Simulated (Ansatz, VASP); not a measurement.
**Two plane-wave programs on GaAs**

```
Ga As
1.0
     3.81014    0.00000    0.00000
     0.00000    3.81014    0.00000
     0.00000    0.00000    2.73891
Ga As
1 1
Direct
  0.50000 0.50000 0.50000
  0.00000 0.00000 0.50000
```

Alike in both runs: task relaxation of cell and atoms; functional PBE-based screened hybrid; k mesh 4 × 4 × 5; occupations fermi-dirac, width 0.05 eV; no spin polarisation.

|  | VASP | Ansatz |
| --- | --- | --- |
| version | VASP 6.6.1 | Ansatz 0.2.0 |
| potentials or method | VASP PAW PBE potentials, release 64 (Ga_d, As) | Ansatz PAW |
| plane-wave cutoff (eV) | 600 | 420 |
| valence electrons in the cell | 18 | 28 |

Ansatz gave:

```
gap on the k mesh at the Fermi level, each at its own relaxed structure (eV) : none
relaxed volume (Å³/atom)                                                     : 19.65
relaxed cell length with the largest relative difference (Å)                 : 2.538
```

Task: Which values does VASP return?

Result: gap on the k mesh at the Fermi level, each at its own relaxed structure (eV): none; relaxed volume (Å³/atom): 19.62; relaxed cell length with the largest relative difference (Å): 2.537.

VASP's potentials were made for PBE, not for PBE-based screened hybrid. A gap of «none» marks a metal or a gap that the smearing closes. VASP's potentials hold 18 valence electrons a cell and Ansatz's 28, so a difference there can come from the potentials and not from the codes.

The k mesh is coarse, so the values compare programs but aren't converged. Noted on Ansatz's run: the plane-wave basis is chosen anew once the cell has moved, so the energies of steps on either side of that aren't comparable.
